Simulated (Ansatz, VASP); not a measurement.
## La2O3 in VASP and in Ansatz

```
La O
1.0
     3.84813    0.02941    0.03994
    -1.89860    3.42003   -0.01706
     0.06210    0.00523    5.88919
La O
2 3
Direct
  0.66519 0.31535 0.76415
  0.31231 0.66053 0.25080
  0.63319 0.33251 0.34547
  0.35511 0.68608 0.64384
  0.00442 0.01676 0.98261
```

Alike in both runs: task single point; functional PBE; k mesh 4 × 4 × 2; no spin polarisation.

|  | VASP | Ansatz |
| --- | --- | --- |
| version | VASP 6.6.1 | Ansatz 0.2.0 |
| potentials or method | VASP PAW PBE potentials, release 64 (La, O), cutoff 520 eV | plane waves, PAW |
| occupations | methfessel-paxton of order 1, width 0.1 eV | cold |
| valence electrons in the cell | 40 | 40 |

Ansatz gave:

* pressure (GPa): 9.1
* traceless stress, the component that is largest in VASP (GPa): -2.34
* rms of the force components (eV/Å): 0.402

Task: Which values does VASP return?

Result: Pressure (GPa): 8.8; traceless stress, the component that is largest in VASP (GPa): -2.34; rms of the force components (eV/Å): 0.401.

Atom by atom the forces differ by 0.006 eV/Å (rms over components). Ansatz's warnings: stress scf threshold loose.

The k mesh is coarse, so the values compare programs but aren't converged. Neither program's run includes spin-orbit coupling.
